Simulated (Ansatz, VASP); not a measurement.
**Be: VASP beside Ansatz**

Contents of INCAR:

```
SYSTEM = Be
PREC = Accurate ; ENCUT = 520
EDIFF = 1E-6 ; ISMEAR = -1
SIGMA = 0.1 ; LREAL = .False.
LASPH = .True. ; NELM = 80
ALGO = Normal ; ISIF = 2
LWAVE = .False. ; LCHARG = .False.
GGA = RP ; NBANDS = 12
```

File KPOINTS:

```
regular mesh
0
Gamma
  18 18 5
  0 0 0
```

POSCAR

```
Be
1.0
    2.3339279967      0.0000000000      0.0000000000
   -1.1669639984      2.0212409358      0.0000000000
    0.0000000000      0.0000000000      7.4237331696
Be
4
Direct
    0.0000000000      1.0000000000      1.0000000000
    1.0000000000      1.0000000000      0.5000000000
    0.3333333333      0.6666666667      0.2500000000
    0.6666666667      0.3333333333      0.7500000000
```

Input for Ansatz:

```yaml
crystal:
  lattice:
    - [2.3339279967, 0.0, 0.0]
    - [-1.1669639984, 2.0212409358, 0.0]
    - [0.0, 0.0, 7.4237331696]
  atoms:
    - { symbol: Be, position: [0.0, 1.0, 1.0] }
    - { symbol: Be, position: [1.0, 1.0, 0.5] }
    - { symbol: Be, position: [0.3333333333, 0.6666666667, 0.25] }
    - { symbol: Be, position: [0.6666666667, 0.3333333333, 0.75] }
hamiltonian:
  xc: rpbe
  pseudopotentials:
    kind: paw
    azcp:
      Be: "pseudopotentials/Be.paw.azcp"
basis:
  ecutwfc: 420
  fft_grid_basis: typed
kpoints:
  mp_grid: { grid: [18, 18, 5], shift: [0, 0, 0] }
magnetization:
  spin_polarized: false
scf:
  occupations: { method: fermi_dirac, width: 0.1 }
  lower_state_search: "off"
output:
  stress: true
```

Alike in both runs: task single point; functional RPBE; k mesh 18 × 18 × 5; occupations fermi-dirac, width 0.1 eV; no spin polarisation.

```csv
,VASP,Ansatz
version,VASP 6.6.1,Ansatz 0.2.0
potentials or method,"VASP PAW PBE potentials, release 64 (Be), cutoff 520 eV","plane waves (420 eV) with PAW, scalar-relativistic"
valence electrons in the cell,8,8
```

Ansatz gave:

- pressure (GPa): -7.9
- traceless stress, the component that is largest in VASP (GPa): -0.09

**Question.** What did VASP give for the same quantities?

**Answer.** Pressure (GPa): -7.9; traceless stress, the component that is largest in VASP (GPa): -0.08.

VASP's potentials were made for PBE, not for RPBE.
